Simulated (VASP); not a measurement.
# CNO (Pnma) in VASP: a series of runs

The runs below take CNO through single point, with PBE+D3(BJ).

Everything below comes from runs of VASP 6.6.1. Logs are shortened: lines on timing, memory, paths and dates and some standing lists are left out, and cuts for length are marked.

## 1. The cell of the first run

It takes space group Pnma (No. 62, orthorhombic). Conventional cell: a = 11.501 Å, b = 4.070 Å, c = 3.742 Å, α = 90.00°, β = 90.00°, γ = 90.00°. C (site symmetry m) has 1 O at 1.16 Å and 1 N at 1.25 Å within 1.6 Å. Within 1.7 Å of N (site symmetry m) lie 1 C at 1.25 Å. O (site symmetry m) has 1 C at 1.16 Å within 1.6 Å.

## 2. Single point, PBE+D3(BJ)

Input file INCAR:

```
SYSTEM = CNO
  PREC = Accurate
  ENCUT = 520
  EDIFF = 1E-6
  ISMEAR = -1
  SIGMA = 0.05
  LREAL = Auto
  LASPH = .TRUE.
  NELM = 80
  ALGO = Normal
  ISIF = 2
  LWAVE = .FALSE.
  LCHARG = .TRUE.
  GGA = PE
  IVDW = 12
  LELF = .TRUE.
  LVHAR = .TRUE.
  NBANDS = 78
```

Input file KPOINTS:

```
Automatic mesh
0
Gamma
  4 4 2
  0.5 0.5 0.5
```

Input file POSCAR:

```
CNO
1.0
    0.0000000000     -4.0699404974     -3.7421379604
    0.0000000000      4.0699404974     -3.7421379604
   11.5006060762      0.0000000000      0.0000000000
C N O
8 8 8
Direct
    0.6882271552      0.4382271552      0.8987005270
    0.1882271552      0.9382271552      0.8987005270
    0.8117728448      0.5617728448      0.3987005270
    0.3117728448      0.0617728448      0.3987005270
    0.3117728448      0.5617728448      0.1012994730
    0.8117728448      0.0617728448      0.1012994730
    0.1882271552      0.4382271552      0.6012994730
    0.6882271552      0.9382271552      0.6012994730
    0.1035311864      0.8535311864      0.9928508966
    0.6035311864      0.3535311864      0.9928508966
    0.8964688136      0.6464688136      0.4928508966
    0.3964688136      0.1464688136      0.4928508966
    0.8964688136      0.1464688136      0.0071491034
    0.3964688136      0.6464688136      0.0071491034
    0.1035311864      0.3535311864      0.5071491034
    0.6035311864      0.8535311864      0.5071491034
    0.7642280073      0.5142280073      0.8103514982
    0.2642280073      0.0142280073      0.8103514982
    0.7357719927      0.4857719927      0.3103514982
    0.2357719927      0.9857719927      0.3103514982
    0.2357719927      0.4857719927      0.1896485018
    0.7357719927      0.9857719927      0.1896485018
    0.2642280073      0.5142280073      0.6896485018
    0.7642280073      0.0142280073      0.6896485018
```

Potentials or basis: VASP PAW PBE potentials, release 64 (C, N, O).

Launch:

```
> cat potpaw_PBE.64/C/POTCAR potpaw_PBE.64/N/POTCAR potpaw_PBE.64/O/POTCAR > POTCAR
> mpirun -np 1 vasp_std > vasp.out
```

OUTCAR:

```text
SYSTEM = CNO
   PREC = Accurate
   ENCUT = 520
   EDIFF = 1E-6
   ISMEAR = -1
   LREAL = Auto
   LASPH = .TRUE.
   NELM = 80
   ISIF = 2
   GGA = PE
   IVDW = 12
 IVDW          = 12

 ion  position               nearest neighbor table
   1  0.688  0.438  0.899-  17 1.16  10 1.25
   2  0.188  0.938  0.899-  18 1.16   9 1.25
   3  0.812  0.562  0.399-  19 1.16  11 1.25
   4  0.312  0.062  0.399-  20 1.16  12 1.25
   5  0.312  0.562  0.101-  21 1.16  14 1.25
   6  0.812  0.062  0.101-  22 1.16  13 1.25
   7  0.188  0.438  0.601-  23 1.16  15 1.25
   8  0.688  0.938  0.601-  24 1.16  16 1.25
   9  0.104  0.854  0.993-   2 1.25
  10  0.604  0.354  0.993-   1 1.25
  11  0.896  0.646  0.493-   3 1.25
  12  0.396  0.146  0.493-   4 1.25
  13  0.896  0.146  0.007-   6 1.25
  14  0.396  0.646  0.007-   5 1.25
[... 8 lines left out ...]
  23  0.264  0.514  0.690-   7 1.16
  24  0.764  0.014  0.690-   8 1.16

  LATTYP: Found a base centered orthorhombic cell.
 ALAT       =     7.4842759208
 B/A-ratio  =     1.0875976622
 C/A-ratio  =     1.5366357678

  Lattice vectors:

 A1 = (   0.0000000000,  -4.0699404974,  -3.7421379604)
 A2 = (   0.0000000000,   4.0699404974,  -3.7421379604)
 A3 = (  11.5006060762,   0.0000000000,   0.0000000000)

Analysis of symmetry for initial positions (statically):
=====================================================================
 Subroutine PRICEL returns following result:

  LATTYP: Found a simple orthorhombic cell.
 ALAT       =     3.7421379604
 B/A-ratio  =     1.0875976622
 C/A-ratio  =     3.0732715357

  Lattice vectors:

 A1 = (   0.0000000000,   0.0000000000,  -3.7421379604)
 A2 = (   0.0000000000,   4.0699404974,   0.0000000000)
 A3 = (  11.5006060762,   0.0000000000,   0.0000000000)

   2 primitive cells build up your supercell.

 Routine SETGRP: Setting up the symmetry group for a
 base centered orthorhombic supercell.

 Subroutine GETGRP returns: Found  8 space group operations
 (whereof  2 operations were pure point group operations)
 out of a pool of  8 trial point group operations.

The static configuration has the point symmetry S_2 .
 The point group associated with its full space group is D_2h.

Analysis of symmetry for dynamics (positions and initial velocities):
=====================================================================
 Subroutine PRICEL returns following result:

  LATTYP: Found a simple orthorhombic cell.
 ALAT       =     3.7421379604
 B/A-ratio  =     1.0875976622
 C/A-ratio  =     3.0732715357

  Lattice vectors:

 A1 = (   0.0000000000,   0.0000000000,  -3.7421379604)
 A2 = (   0.0000000000,   4.0699404974,   0.0000000000)
 A3 = (  11.5006060762,   0.0000000000,   0.0000000000)

   2 primitive cells build up your supercell.

 Routine SETGRP: Setting up the symmetry group for a
 base centered orthorhombic supercell.

 Subroutine GETGRP returns: Found  8 space group operations
 (whereof  2 operations were pure point group operations)
 out of a pool of  8 trial point group operations.

The dynamic configuration has the point symmetry S_2 .
 The point group associated with its full space group is D_2h.

 Subroutine INISYM returns: Found  8 space group operations
 (whereof  2 operations are pure point group operations),
 and found     2 'primitive' translations

----------------------------------------------------------------------------------------

                                     Primitive cell

  volume of cell :     175.1574

  direct lattice vectors                    reciprocal lattice vectors
     0.000000000  0.000000000 -3.742137960     0.000000000  0.000000000 -0.267226920
     0.000000000  4.069940497  0.000000000     0.000000000  0.245703838  0.000000000
    11.500606076  0.000000000  0.000000000     0.086951939  0.000000000  0.000000000

  length of vectors
     3.742137960  4.069940497 11.500606076     0.267226920  0.245703838  0.086951939

  position of ions in fractional coordinates (direct lattice)
     0.126454310  0.750000000  0.898700527
     0.373545690  0.750000000  0.398700527
     0.873545690  0.250000000  0.101299473
     0.626454310  0.250000000  0.601299473
     0.957062373  0.750000000  0.992850897
     0.542937627  0.750000000  0.492850897
     0.042937627  0.250000000  0.007149103
     0.457062373  0.250000000  0.507149103
     0.278456015  0.750000000  0.810351498
     0.221543985  0.750000000  0.310351498
     0.721543985  0.250000000  0.189648502
     0.778456015  0.250000000  0.689648502

  ion indices of the primitive-cell ions
   primitive index   ion index
                 1           1
                 2           3
                 3           5
                 4           7
                 5          10
                 6          11
                 7          13
                 8          15
                 9          17
                10          19
                11          21
                12          23

----------------------------------------------------------------------------------------

 KPOINTS: Automatic mesh

Automatic generation of k-mesh.
 Grid dimensions read from file:
 generate k-points for:    4    4    2

 Generating k-lattice:

  Cartesian coordinates                     Fractional coordinates (reciprocal lattice)
     0.000000000 -0.030712980 -0.033403365     0.250000000 -0.000000000  0.000000000
     0.000000000  0.030712980 -0.033403365    -0.000000000  0.250000000  0.000000000
     0.043475970  0.000000000  0.000000000     0.000000000  0.000000000  0.500000000

  Length of vectors
     0.045376998  0.045376998  0.043475970

  Shift w.r.t. Gamma in fractional coordinates (k-lattice)
     0.500000000  0.500000000  0.500000000

 Subroutine IBZKPT returns following result:
 ===========================================

 Found      6 irreducible k-points:

 Following reciprocal coordinates:
            Coordinates               Weight
  0.125000  0.125000  0.250000      4.000000
  0.375000  0.125000  0.250000      8.000000
 -0.375000  0.125000  0.250000      8.000000
 -0.125000  0.125000  0.250000      4.000000
  0.375000  0.375000  0.250000      4.000000
 -0.375000  0.375000  0.250000      4.000000
   k-points           NKPTS =      6   k-points in BZ     NKDIM =      6   number of bands    NBANDS=     78
   number of dos      NEDOS =    301   number of ions     NIONS =     24
   total plane-waves  NPLWV = 158760
   dimension x,y,z NGX =    42 NGY =   42 NGZ =   90
   dimension x,y,z NGXF=    84 NGYF=   84 NGZF=  180
   ions per type =               8   8   8
   NGX,Y,Z   is equivalent  to a cutoff of  12.63, 12.63, 13.01 a.u.
   NGXF,Y,Z  is equivalent  to a cutoff of  25.26, 25.26, 26.02 a.u.
 SYSTEM =  CNO
   PREC   = accura    normal or accurate (medium, high low for compatibility)
   ISTART =      0    job   : 0-new  1-cont  2-samecut
   ICHARG =      2    charge: 1-file 2-atom 10-const
   ISPIN  =      1    spin polarized calculation?
   LNONCOLLINEAR =      F non collinear calculations
   LSORBIT =      F    spin-orbit coupling
   LASPH  =      T    aspherical Exc in radial PAW
   ENCUT  =  520.0 eV  38.22 Ry    6.18 a.u.  10.28 10.28 21.38*2*pi/ulx,y,z
   NELM   =     80;   NELMIN=  2; NELMDL= -5     # of ELM steps
   EDIFF  = 0.1E-05   stopping-criterion for ELM
   LREAL  =      T    real-space projection
   EDIFFG = 0.1E-04   stopping-criterion for IOM
   NSW    =      0    number of steps for IOM
   IBRION =     -1    ionic relax: 0-MD 1-quasi-New 2-CG
   NFREE  =      0    steps in history (QN), initial steepest desc. (CG)
   ISIF   =      2    stress and relaxation
   ISYM   =      2    0-nonsym 1-usesym 2-fastsym
   POTIM  = 0.5000    time-step for ionic-motion
   TEBEG  =    0.0;   TEEND  =   0.0 temperature during run
   PSTRESS=    0.0 pullay stress
   NELECT =     120.0000    total number of electrons
   NUPDOWN=      -1.0000    fix difference up-down
   EMIN   =  10.00;   EMAX   =-10.00  energy-range for DOS
   EFERMI =   0.00;   METHOD = LEGACY
   ISMEAR =    -1;   SIGMA  =   0.05  broadening in eV -4-tet -1-fermi 0-gaus
   EFERMI_NEDOS =   21; number of points for ismear=-14 and -15
   IALGO  =     38    algorithm
   IMIX   =      4    mixing-type and parameters
     AMIX     =   0.40;   BMIX     =  1.00
     AMIX_MAG =   1.60;   BMIX_MAG =  1.00
  volume/ion in A,a.u.               =      14.60        98.50
  Fermi-wavevector in a.u.,A,eV,Ry     =   1.145466  2.164618 17.852115  1.312093
  Thomas-Fermi vector in A             =   2.282155
   LORBIT       =      0    0 simple, 1 ext, 2 COOP (PROOUT), +10 PAW based schemes
   GGA     = PE    functional components
   LHFCALC =     F    Hartree Fock is set to
   AEXX    =    0.0000 exact exchange contribution
   IVDW    =    12    specifies the selected vdW correction
   LEPSILON=     F    determine dielectric tensor
   LRPA    =     F    only Hartree local field effects (RPA)
 non-spin polarized calculation
  energy-cutoff  :      520.00
  volume of cell :      350.31
 maximum number of plane-waves:      9447
 NGX is ok and might be reduce to    42
   NGX = 21   NGY = 21   NGZ = 43

 number of electron     120.0000010 magnetization

 Free energy of the ion-electron system (eV)
  ---------------------------------------------------
  ext. energy  EPLUGINS =         0.00000000
  ---------------------------------------------------
  free energy    TOTEN  =      -177.30474089 eV

  energy without entropy =     -177.24495935  energy(sigma->0) =     -177.27485012

 E-fermi :  -1.2241     XC(G=0):  -7.9241

 val. band max:       -1.2415913929   @ k =   0.3750   0.3750   0.2500
 cond. band min:      -1.2217362839   @ k =   0.1250   0.1250   0.2500
 fundamental gap:      0.0198551089
 Fermi energy:        -1.2240874247

 k-point     1 :       0.1250    0.1250    0.2500
  band No.  band energies     occupation
      1     -23.6762      2.00000
      2     -23.6486      2.00000
      3     -23.5729      2.00000
      4     -23.5729      2.00000
      5     -23.5726      2.00000
      6     -23.5726      2.00000
[... 64 lines left out ...]
     71       4.7369      0.00000
     72       4.8841      0.00000

 k-point     2 :       0.3750    0.1250    0.2500
  band No.  band energies     occupation
      1     -23.6457      2.00000
      2     -23.6227      2.00000
      3     -23.6067      2.00000
      4     -23.5970      2.00000
      5     -23.5733      2.00000
      6     -23.5661      2.00000
[... 64 lines left out ...]
     71       4.8745      0.00000
     72       4.9345      0.00000

 k-point     3 :      -0.3750    0.1250    0.2500
  band No.  band energies     occupation
      1     -23.6495      2.00000
      2     -23.6299      2.00000
      3     -23.6045      2.00000
      4     -23.5901      2.00000
      5     -23.5712      2.00000
      6     -23.5678      2.00000
[... 64 lines left out ...]
     71       4.8720      0.00000
     72       4.9928      0.00000

 k-point     4 :      -0.1250    0.1250    0.2500
  band No.  band energies     occupation
      1     -23.6779      2.00000
      2     -23.6514      2.00000
      3     -23.5761      2.00000
      4     -23.5761      2.00000
      5     -23.5683      2.00000
      6     -23.5641      2.00000
[... 64 lines left out ...]
     71       4.9130      0.00000
     72       4.9134      0.00000

 k-point     5 :       0.3750    0.3750    0.2500
  band No.  band energies     occupation
      1     -23.6212      2.00000
      2     -23.6010      2.00000
      3     -23.5943      2.00000
      4     -23.5943      2.00000
      5     -23.5938      2.00000
      6     -23.5938      2.00000
[... 64 lines left out ...]
     71       4.9179      0.00000
     72       5.0044      0.00000

 k-point     6 :      -0.3750    0.3750    0.2500
  band No.  band energies     occupation
      1     -23.6288      2.00000
      2     -23.6176      2.00000
      3     -23.5935      2.00000
      4     -23.5935      2.00000
      5     -23.5828      2.00000
      6     -23.5723      2.00000
[... 64 lines left out ...]
     71       4.8967      0.00000
     72       4.8967      0.00000
 [bands above 72 left out]

------------------------ aborting loop because EDIFF is reached ----------------------------------------

 Edisp (eV)   -1.94115

 E8    (eV) :    -0.4956

  FORCE on cell =-STRESS in cart. coord.  units (eV):
  Direction    XX          YY          ZZ          XY          YZ          ZX
  --------------------------------------------------------------------------------------
  -------------------------------------------------------------------------------------
  Total       4.81163    -0.35562     1.22640     0.00000    -0.00000     0.00000
  in kB      22.00618    -1.62644     5.60898     0.00000    -0.00000     0.00000
  external pressure =        8.66 kB  Pullay stress =        0.00 kB

 VOLUME and BASIS-vectors are now :
 -----------------------------------------------------------------------------
  energy-cutoff  :      520.00
  volume of cell :      350.31
      direct lattice vectors                 reciprocal lattice vectors
     0.000000000 -4.069940497 -3.742137960     0.000000000 -0.122851919 -0.133613460
     0.000000000  4.069940497 -3.742137960     0.000000000  0.122851919 -0.133613460
    11.500606076  0.000000000  0.000000000     0.086951939  0.000000000  0.000000000

 POSITION                                       TOTAL-FORCE (eV/Angst)
 -----------------------------------------------------------------------------------
     10.33560     -1.01749     -4.21535         0.543365      0.000000      0.313799
     10.33560      3.05246     -4.21535         0.543365      0.000000      0.313799
      4.58530     -1.01749     -5.14000         0.543365      0.000000     -0.313799
      4.58530     -1.01749     -1.39786         0.543365      0.000000     -0.313799
      1.16501      1.01749     -3.26893        -0.543365      0.000000     -0.313799
      1.16501     -3.05246     -3.26893        -0.543365      0.000000     -0.313799
[... 16 lines left out ...]
      7.93138      1.01749     -2.91309         0.601681      0.000000     -0.344938
      7.93138     -3.05246     -2.91309         0.601681      0.000000     -0.344938
 -----------------------------------------------------------------------------------
    total drift:                               -0.000000     -0.000000     -0.000000

  FREE ENERGIE OF THE ION-ELECTRON SYSTEM (eV)
  ---------------------------------------------------
  free  energy   TOTEN  =      -179.2458927253 eV

  energy  without entropy=     -179.1861111830  energy(sigma->0) =     -179.21600195
```

Wall time 7.7 min (1 thread of Intel Xeon 8259CL, shared host); peak memory 0.43 GiB.

What came out:

* Free energy: -179.2459 eV
* Pressure: 0.9 GPa
* Largest force: 0.694 eV/Å
* Band gap on the k mesh: zero (bands 60 and 61 overlap by 0.02 eV)
* Dispersion energy per atom: -0.081 eV

Forces in eV/Å, atoms in the order of the input:
```
C    0.543  0.000  0.314
C    0.543  0.000  0.314
C    0.543  0.000 -0.314
C    0.543  0.000 -0.314
C   -0.543  0.000 -0.314
C   -0.543  0.000 -0.314
C   -0.543  0.000  0.314
C   -0.543  0.000  0.314
N    0.044  0.000  0.035
N    0.044  0.000  0.035
N    0.044  0.000 -0.035
N    0.044  0.000 -0.035
N   -0.044  0.000 -0.035
N   -0.044  0.000 -0.035
N   -0.044  0.000  0.035
N   -0.044  0.000  0.035
O   -0.602  0.000 -0.345
O   -0.602  0.000 -0.345
O   -0.602  0.000  0.345
O   -0.602  0.000  0.345
O    0.602  0.000  0.345
O    0.602  0.000  0.345
O    0.602  0.000 -0.345
O    0.602  0.000 -0.345
```

Stress tensor (GPa, compression positive):
```
 2.20  0.00  0.00
 0.00 -0.16  0.00
 0.00  0.00  0.56
```

(Continued in part 2 of 2.)
